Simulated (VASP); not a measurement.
# Tl2Sn2H5 (P6/mmm) in VASP: a series of runs

Tl2Sn2H5 is run at these levels: PBE; tasks: single point, relaxation of cell and atoms.

All numbers are computed with VASP 6.6.1; they aren't measurements. Logs are shortened: lines on timing, memory, paths and dates and some standing lists are left out, and cuts for length are marked.

## 1. The cell of the first run

Symmetry: P6/mmm, No. 191, hexagonal system. Conventional cell: a = 5.422 Å, b = 5.422 Å, c = 5.943 Å, α = 90.00°, β = 90.00°, γ = 120.00°. Within 3.9 Å of Tl (site symmetry -6m2) lie 8 H at 2.97 to 3.36 Å and 3 Tl at 3.13 Å and 3 Sn at 3.13 Å. Sn (site symmetry 6/mmm) has 12 H at 2.71 to 3.13 Å and 2 Sn at 2.97 Å within 3.6 Å. Within 4.1 Å of Sn (site symmetry 6/mmm) lie 2 Sn at 2.97 Å and 6 Tl at 3.13 Å and 12 H at 4.02 Å. H (site symmetry mmm) has 2 H at 1.57 Å within 2.1 Å. Within 2.1 Å of H (site symmetry -6m2) lie 3 H at 1.57 Å.

The cell was generated, and may not be a known phase.

## 2. Single point, PBE

Input file INCAR:

```
PREC = Accurate
ENCUT = 520
EDIFF = 1E-6
ISMEAR = 0
SIGMA = 0.1
LREAL = F
LASPH = T
NELM = 100
ALGO = Normal
ISIF = 2
LWAVE = F
LCHARG = F
GGA = PE
NBANDS = 40
```

Input file KPOINTS:

```
regular mesh
0
Gamma
  6 6 4
```

Input file POSCAR:

```
Tl2Sn2H5
1.0
    5.4215317690      0.0000000000      0.0000000000
   -2.7107658845      4.6951842394      0.0000000000
    0.0000000000      0.0000000000      5.9433003847
Tl Sn H
2 2 5
Direct
    0.3333333333      0.6666666667      0.5000000000
    0.6666666667      0.3333333333      0.5000000000
    0.0000000000      0.0000000000      0.0000000000
    0.0000000000      0.0000000000      0.5000000000
    0.5000000000      0.0000000000      0.0000000000
    0.0000000000      0.5000000000      0.0000000000
    0.5000000000      0.5000000000      0.0000000000
    0.3333333333      0.6666666667      0.0000000000
    0.6666666667      0.3333333333      0.0000000000
```

Potentials or basis: VASP PAW PBE potentials, release 64 (Tl_d, Sn_d, H).

Started as:

```
cat potpaw_PBE.64/Tl_d/POTCAR potpaw_PBE.64/Sn_d/POTCAR potpaw_PBE.64/H/POTCAR > POTCAR
mpirun -np 1 vasp_std > vasp.out
```

OUTCAR:

```text
PREC = Accurate
   ENCUT = 520
   EDIFF = 1E-6
   ISMEAR = 0
   LREAL = F
   LASPH = T
   NELM = 100
   ISIF = 2
   GGA = PE

 ion  position               nearest neighbor table
   1  0.333  0.667  0.500-   2 3.13   4 3.13   2 3.13   4 3.13   4 3.13   2 3.13
   2  0.667  0.333  0.500-   1 3.13   4 3.13   1 3.13   4 3.13   4 3.13   1 3.13
   3  0.000  0.000  0.000-   4 2.97   4 2.97
   4  0.000  0.000  0.500-   3 2.97   3 2.97   1 3.13   2 3.13   2 3.13   1 3.13   2 3.13   1 3.13

   5  0.500  0.000  0.000-
   6  0.000  0.500  0.000-
   7  0.500  0.500  0.000-
   8  0.333  0.667  0.000-
   9  0.667  0.333  0.000-

  LATTYP: Found a hexagonal cell.
 ALAT       =     5.4215317690
 C/A-ratio  =     1.0962400735

  Lattice vectors:

 A1 = (   5.4215317690,   0.0000000000,   0.0000000000)
 A2 = (  -2.7107658845,   4.6951842394,   0.0000000000)
 A3 = (   0.0000000000,   0.0000000000,   5.9433003847)

Analysis of symmetry for initial positions (statically):
=====================================================================
 Subroutine PRICEL returns:
 Original cell was already a primitive cell.

 Routine SETGRP: Setting up the symmetry group for a
 hexagonal supercell.

 Subroutine GETGRP returns: Found 24 space group operations
 (whereof 24 operations were pure point group operations)
 out of a pool of 24 trial point group operations.

The static configuration has the point symmetry D_6h.

Analysis of symmetry for dynamics (positions and initial velocities):
=====================================================================
 Subroutine PRICEL returns:
 Original cell was already a primitive cell.

 Routine SETGRP: Setting up the symmetry group for a
 hexagonal supercell.

 Subroutine GETGRP returns: Found 24 space group operations
 (whereof 24 operations were pure point group operations)
 out of a pool of 24 trial point group operations.

The dynamic configuration has the point symmetry D_6h.

 Subroutine INISYM returns: Found 24 space group operations
 (whereof 24 operations are pure point group operations),
 and found     1 'primitive' translations

----------------------------------------------------------------------------------------

                                     Primitive cell

  volume of cell :     151.2872

  direct lattice vectors                    reciprocal lattice vectors
     5.421531769  0.000000000  0.000000000     0.184449717  0.106492094  0.000000000
    -2.710765884  4.695184239  0.000000000     0.000000000  0.212984187  0.000000000
     0.000000000  0.000000000  5.943300385     0.000000000  0.000000000  0.168256682

  length of vectors
     5.421531769  5.421531769  5.943300385     0.212984187  0.212984187  0.168256682

  position of ions in fractional coordinates (direct lattice)
     0.333333333  0.666666667  0.500000000
     0.666666667  0.333333333  0.500000000
     0.000000000  0.000000000  0.000000000
     0.000000000  0.000000000  0.500000000
     0.500000000  0.000000000  0.000000000
     0.000000000  0.500000000  0.000000000
     0.500000000  0.500000000  0.000000000
     0.333333333  0.666666667  0.000000000
     0.666666667  0.333333333  0.000000000

  ion indices of the primitive-cell ions
   primitive index   ion index
                 1           1
                 2           2
                 3           3
                 4           4
                 5           5
                 6           6
                 7           7
                 8           8
                 9           9

----------------------------------------------------------------------------------------

 KPOINTS: regular mesh

Automatic generation of k-mesh.
 Grid dimensions read from file:
 generate k-points for:    6    6    4

 Generating k-lattice:

  Cartesian coordinates                     Fractional coordinates (reciprocal lattice)
     0.030741619  0.017748682  0.000000000     0.166666667  0.000000000  0.000000000
     0.000000000  0.035497365  0.000000000     0.000000000  0.166666667  0.000000000
     0.000000000  0.000000000  0.042064170     0.000000000  0.000000000  0.250000000

  Length of vectors
     0.035497365  0.035497365  0.042064170

  Shift w.r.t. Gamma in fractional coordinates (k-lattice)
     0.000000000  0.000000000  0.000000000

 Subroutine IBZKPT returns following result:
 ===========================================

 Found     21 irreducible k-points:

 Following reciprocal coordinates:
            Coordinates               Weight
  0.000000  0.000000  0.000000      1.000000
  0.166667 -0.000000  0.000000      6.000000
  0.333333 -0.000000  0.000000      6.000000
  0.500000 -0.000000  0.000000      3.000000
  0.166667  0.166667  0.000000      6.000000
  0.333333  0.166667  0.000000     12.000000
[... 13 lines left out ...]
  0.333333  0.166667  0.500000     12.000000
  0.333333  0.333333  0.500000      2.000000
[... 34 lines left out ...]
   EFERMI_NEDOS =   21; number of points for ismear=-14 and -15
   IALGO  =     38    algorithm
   IMIX   =      4    mixing-type and parameters
     AMIX     =   0.40;   BMIX     =  1.00
     AMIX_MAG =   1.60;   BMIX_MAG =  1.00
  volume/ion in A,a.u.               =      16.81       113.44
  Fermi-wavevector in a.u.,A,eV,Ry     =   1.196074  2.260252 19.464400  1.430593
  Thomas-Fermi vector in A             =   2.332024
   LORBIT       =      0    0 simple, 1 ext, 2 COOP (PROOUT), +10 PAW based schemes
   GGA     = PE    functional components
   LHFCALC =     F    Hartree Fock is set to
   AEXX    =    0.0000 exact exchange contribution
   IVDW    =     0    specifies the selected vdW correction
   LEPSILON=     F    determine dielectric tensor
   LRPA    =     F    only Hartree local field effects (RPA)
 non-spin polarized calculation
 Gauss-broadening in eV      SIGMA  =   0.10
  energy-cutoff  :      520.00
  volume of cell :      151.29
 maximum number of plane-waves:      4126
   NGX = 21   NGY = 21   NGZ = 23

 number of electron      58.9999989 magnetization

 Free energy of the ion-electron system (eV)
  ---------------------------------------------------
  ext. energy  EPLUGINS =         0.00000000
  ---------------------------------------------------
  free energy    TOTEN  =       -23.03768326 eV

  energy without entropy =      -23.02819915  energy(sigma->0) =      -23.03294121

 E-fermi :   5.1936     XC(G=0):  -9.4520

 val. band max:        5.1299062322   @ k =   0.5000  -0.0000   0.0000
 cond. band min:       5.2456164988   @ k =   0.3333   0.3333   0.2500
 fundamental gap:      0.1157102667
 Fermi energy:         5.1936193994

 k-point     1 :       0.0000    0.0000    0.0000
  band No.  band energies     occupation
      1     -16.9815      2.00000
      2     -16.9641      2.00000
      3     -16.9641      2.00000
      4     -16.9104      2.00000
      5     -16.9104      2.00000
      6     -16.4173      2.00000
[... 32 lines left out ...]
     39      10.7708      0.00000
     40      12.3694      0.00000

 k-point     2 :       0.1667   -0.0000    0.0000
  band No.  band energies     occupation
      1     -16.9813      2.00000
      2     -16.9641      2.00000
      3     -16.9638      2.00000
      4     -16.9105      2.00000
      5     -16.9104      2.00000
      6     -16.4182      2.00000
[... 32 lines left out ...]
     39      11.2265      0.00000
     40      11.7998      0.00000

 k-point     3 :       0.3333   -0.0000    0.0000
  band No.  band energies     occupation
      1     -16.9809      2.00000
      2     -16.9640      2.00000
      3     -16.9631      2.00000
      4     -16.9106      2.00000
      5     -16.9105      2.00000
      6     -16.4202      2.00000
[... 724 lines left out ...]
  band No.  band energies     occupation
      1     -16.9637      2.00000
      2     -16.9628      2.00000
      3     -16.8997      2.00000
      4     -16.8996      2.00000
      5     -16.8970      2.00000
      6     -16.4330      2.00000
[... 32 lines left out ...]
     39      10.5712      0.00000
     40      11.1127      0.00000

 k-point    21 :       0.3333    0.3333    0.5000
  band No.  band energies     occupation
      1     -16.9631      2.00000
      2     -16.9631      2.00000
      3     -16.8997      2.00000
      4     -16.8997      2.00000
      5     -16.8969      2.00000
      6     -16.4328      2.00000
[... 32 lines left out ...]
     39      11.3852      0.00000
     40      11.3852      0.00000

------------------------ aborting loop because EDIFF is reached ----------------------------------------

  FORCE on cell =-STRESS in cart. coord.  units (eV):
  Direction    XX          YY          ZZ          XY          YZ          ZX
  --------------------------------------------------------------------------------------
  -------------------------------------------------------------------------------------
  Total        0.1312483      0.1312483      0.2644312      0.0000000      0.0000000      0.0000000
  in kB        1.3899590      1.3899590      2.8004059      0.0000000      0.0000000      0.0000000
  external PRESSURE =       1.8601079 kB  Pullay stress =       0.0000000 kB

 VOLUME and BASIS-vectors are now :
 -----------------------------------------------------------------------------
  energy-cutoff  :      520.00
  volume of cell :      151.29
      direct lattice vectors                 reciprocal lattice vectors
     5.421531769  0.000000000  0.000000000     0.184449717  0.106492094  0.000000000
    -2.710765884  4.695184239  0.000000000     0.000000000  0.212984187  0.000000000
     0.000000000  0.000000000  5.943300385     0.000000000  0.000000000  0.168256682

 POSITION                                       TOTAL-FORCE (eV/Angst)
 -----------------------------------------------------------------------------------
     -0.00000      3.13012      2.97165        -0.000000      0.000000      0.000000
      2.71077      1.56506      2.97165         0.000000      0.000000      0.000000
      0.00000      0.00000      0.00000        -0.000000      0.000000      0.000000
      0.00000      0.00000      2.97165        -0.000000      0.000000      0.000000
      2.71077      0.00000      0.00000        -0.000000      0.000000      0.000000
     -1.35538      2.34759      0.00000        -0.000000      0.000000      0.000000
      1.35538      2.34759      0.00000        -0.000000      0.000000      0.000000
     -0.00000      3.13012      0.00000        -0.000000      0.000000      0.000000
      2.71077      1.56506      0.00000        -0.000000      0.000000      0.000000
 -----------------------------------------------------------------------------------
    total drift:                               -0.000000      0.000000      0.000000

  FREE ENERGIE OF THE ION-ELECTRON SYSTEM (eV)
  ---------------------------------------------------
  free  energy   TOTEN  =       -23.0376832571 eV

  energy  without entropy=      -23.0281991530  energy(sigma->0) =      -23.03294121
```

Run time: 54 s. Hardware: 1 thread of AMD EPYC 9R45 (Zen 5), shared host; peak memory 0.29 GiB.

Results:

| Quantity | Value |
| --- | --- |
| Free energy | -23.0377 eV |
| Pressure | 0.2 GPa |
| Band gap on the k mesh | zero (an odd number of electrons rules out a gap without spin polarisation) |

Stress tensor (GPa, compression positive):
```
0.14 0.00 0.00
0.00 0.14 0.00
0.00 0.00 0.28
```

Levels at points of the mesh, in eV from the Fermi level:
| k point | band 26 | band 27 | band 28 | band 29 | band 30 | band 31 | band 32 | band 33 | band 34 | band 35 |
| --- | --- | --- | --- | --- | --- | --- | --- | --- | --- | --- |
| (0.00, 0.00, 0.00) | -2.42 | -2.13 | -2.13 | -1.70 | -1.70 | -1.48 | 0.41 | 0.41 | 1.20 | 1.25 |
| (0.50, 0.00, 0.00) | -3.84 | -3.12 | -2.99 | -1.65 | -0.06 | 1.28 | 1.87 | 1.93 | 2.14 | 3.81 |
| (0.00, 0.00, 0.50) | -2.57 | -1.77 | -1.77 | -1.01 | -1.01 | -0.29 | -0.29 | -0.18 | -0.18 | 0.12 |
| (0.50, 0.00, 0.50) | -4.63 | -3.11 | -2.71 | 1.39 | 1.55 | 1.65 | 2.03 | 2.46 | 2.53 | 2.69 |

Caveat: spin-orbit coupling is left out, which moves the levels of the heavy elements; an odd number of electrons without spin polarisation forces a metal; a magnetic or distorted state may lie lower.

## 3. Relaxation of cell and atoms, PBE

This run uses another cell than the first one, of 16.60 Å³/atom.

Input file INCAR:

```
SYSTEM = Tl2Sn2H5
  PREC = Accurate
  ENCUT = 600
  EDIFF = 1E-6
  ISMEAR = 0
  SIGMA = 0.1
  LREAL = .False.
  LASPH = .True.
  NELM = 100
  ALGO = Normal
  ISIF = 3
  LWAVE = .False.
  LCHARG = .False.
  GGA = PE
  IBRION = 2
  NSW = 90
  EDIFFG = -0.04
```

Input file KPOINTS:

```
regular mesh
0
Gamma
  6 6 4
  0 0 0
```

Edit POSCAR of step 2 so:

```diff
@@ -2,5 +2,5 @@
 1.0
-    5.4215317690      0.0000000000      0.0000000000
-   -2.7107658845      4.6951842394      0.0000000000
-    0.0000000000      0.0000000000      5.9433003847
+    5.5175574880      0.0000000000      0.0000000000
+   -2.7587787440      4.7783449515      0.0000000000
+    0.0000000000      0.0000000000      5.6670350097
 Tl Sn H
```

Potentials or basis: VASP PAW PBE potentials, release 64 (Tl_d, Sn_d, H).

Started as:

```
cat potpaw_PBE.64/Tl_d/POTCAR potpaw_PBE.64/Sn_d/POTCAR potpaw_PBE.64/H/POTCAR > POTCAR
mpirun -np 1 vasp_std > vasp.out
```

It took 2.7 min on 1 thread of AMD EPYC 9R45 (Zen 5), shared host; peak memory 0.39 GiB.

The run converged. Its results:

* Free energy: -23.0373 eV
* Relaxed volume: 16.89 Å³/atom
* Relaxed cell: a = 5.415 Å, b = 5.415 Å, c = 5.986 Å, α = 90.00°, β = 90.00°, γ = 120.00°
* Space group after relaxing (to 0.1 Å): P6/mmm (No. 191)
* Energy gained by relaxing: 12.6 meV/atom
* Ionic steps: 3
* Pressure after relaxing: 0.1 GPa
* Band gap on the k mesh: zero (an odd number of electrons rules out a gap without spin polarisation)

Stress tensor (GPa, compression positive):
```
 0.20  0.00  0.00
 0.00  0.20  0.00
 0.00  0.00 -0.03
```

The path:
| step | energy change (eV) | largest force (eV/Å) | pressure (GPa) | volume (Å³) |
| --- | --- | --- | --- | --- |
| 1 | 0.0000 | 0.0000 | 0.48 | 149.41 |
| 2 | -0.0766 | 0.0000 | 0.28 | 150.44 |
| 3 | -0.1131 | 0.0000 | 0.12 | 152.01 |

Final structure:
```
Tl Sn H
1.0
     5.41496    0.00000    0.00000
    -2.70748    4.68949    0.00000
     0.00000    0.00000    5.98623
Tl Sn H
2 2 5
Direct
  0.33333 0.66667 0.50000
  0.66667 0.33333 0.50000
  0.00000 0.00000 0.00000
  0.00000 0.00000 0.50000
  0.50000 0.00000 0.00000
  0.00000 0.50000 0.00000
  0.50000 0.50000 0.00000
  0.33333 0.66667 0.00000
  0.66667 0.33333 0.00000
```

Levels at points of the mesh, in eV from the Fermi level:
```tsv
k point	band 26	band 27	band 28	band 29	band 30	band 31	band 32	band 33	band 34	band 35
(0.00, 0.00, 0.00)	-2.48	-2.11	-2.11	-1.68	-1.68	-1.52	0.37	0.37	1.19	1.21
(0.50, 0.00, 0.00)	-3.83	-3.11	-3.04	-1.70	-0.09	1.32	1.90	1.92	2.15	3.78
(0.00, 0.00, 0.50)	-2.55	-1.77	-1.77	-1.01	-1.01	-0.30	-0.30	-0.18	-0.18	0.01
(0.50, 0.00, 0.50)	-4.62	-3.13	-2.71	1.32	1.52	1.56	2.04	2.43	2.49	2.71
```

Caveat: the highest band is partly filled, so the run has too few bands; spin-orbit coupling is left out, which moves the levels of the heavy elements; an odd number of electrons without spin polarisation forces a metal; a magnetic or distorted state may lie lower.

## 4. Single point, PBE

This run uses another cell than the first one, of 17.84 Å³/atom.

Input file INCAR:

```
SYSTEM = Tl2Sn2H5
ALGO = Normal ; EDIFF = 1E-6
ENCUT = 520 ; GGA = PE
ISIF = 2 ; ISMEAR = 0
LASPH = .TRUE. ; LCHARG = .FALSE.
LREAL = .FALSE. ; LWAVE = .FALSE.
NBANDS = 40 ; NELM = 100
PREC = Accurate ; SIGMA = 0.1
```

Input file KPOINTS:

```
k-points
0
G
  6 6 2
  0 0 0
```

Input file POSCAR:

```
Tl2Sn2H5
1.0
    4.7875775100      0.0000000000      0.0000000000
   -2.3937887500      4.1461637500      0.0000000000
    0.0000000000      0.0000000000      8.0880242700
Tl Sn H
2 2 5
Direct
    0.3333333300      0.6666666700      0.5000000000
    0.6666666700      0.3333333300      0.5000000000
    0.0000000000      0.0000000000      0.0000000000
    0.0000000000      0.0000000000      0.5000000000
    0.5000000000      0.0000000000      0.0000000000
    0.0000000000      0.5000000000      0.0000000000
    0.5000000000      0.5000000000      0.0000000000
    0.3333333300      0.6666666700      0.0000000000
    0.6666666700      0.3333333300      0.0000000000
```

Started as:

```
cat potpaw_PBE.64/Tl_d/POTCAR potpaw_PBE.64/Sn_d/POTCAR potpaw_PBE.64/H/POTCAR > POTCAR
mpirun -np 1 vasp_std > vasp.out
```

Run time: 46 s. Hardware: 1 thread of AMD EPYC 9R45 (Zen 5), shared host; peak memory 0.27 GiB.

The run converged. Its results:

```
Free energy            : -20.2318 eV
Pressure               : 12.9 GPa
Band gap on the k mesh : zero (an odd number of electrons rules out a gap without spin polarisation)
```

Stress tensor (GPa, compression positive):
```
20.74  0.00  0.00
 0.00 20.74  0.00
 0.00  0.00 -2.85
```

Levels at points of the mesh, in eV from the Fermi level:
```csv
k point,band 26,band 27,band 28,band 29,band 30,band 31,band 32,band 33,band 34,band 35
"(0.00, 0.00, 0.00)",-2.14,-1.67,-1.50,-1.50,-0.31,-0.31,0.01,0.01,0.77,0.80
"(0.50, 0.00, 0.00)",-4.01,-3.14,-2.82,-1.54,-0.28,2.10,2.97,3.82,4.02,4.12
"(0.00, 0.00, 0.50)",-2.08,-1.75,-1.49,-1.49,-0.63,-0.25,-0.25,-0.02,-0.02,0.69
"(0.50, 0.00, 0.50)",-3.99,-3.24,-2.85,-0.45,0.04,0.25,3.21,3.47,3.96,4.02
```

Caveat: the k points lie up to 0.39 Å⁻¹ apart, too coarse for converged energies and pressures of a metal; spin-orbit coupling is left out, which moves the levels of the heavy elements; an odd number of electrons without spin polarisation forces a metal; a magnetic or distorted state may lie lower.

## 5. Summary

| task | cell | k mesh | cutoff (eV) | gap on the mesh (eV) | pressure (GPa) |
| --- | --- | --- | --- | --- | --- |
| single point | a = 5.422, b = 5.422, c = 5.943 Å, angles 90.0, 90.0, 120.0°, 9 atoms | 6 × 6 × 4 | 520 | none | 0.2 |
| relaxation of cell and atoms | relaxed from a = 5.518, b = 5.518, c = 5.667 Å, angles 90.0, 90.0, 120.0°, 9 atoms | 6 × 6 × 4 | 600 | none | 0.1 |
| single point | a = 4.788, b = 4.788, c = 8.088 Å, angles 90.0, 90.0, 120.0°, 9 atoms | 6 × 6 × 2 | 520 | none | 12.9 |

Alike in all rows: level PBE; potentials or basis VASP PAW PBE potentials, release 64 (Tl_d, Sn_d, H); no spin polarisation; smearing gaussian 0.1 eV.

Caveats: some runs use coarse meshes; spin-orbit coupling is left out, which moves the levels of the heavy elements; an odd number of electrons without spin polarisation forces a metal; a magnetic or distorted state may lie lower; the highest band is partly filled, so the run has too few bands (at least some runs).

Total energies depend on the potentials used, so only differences within one code and one set of settings carry meaning.

The gap in the log of VASP goes by the Fermi energy; the results here count the filled bands.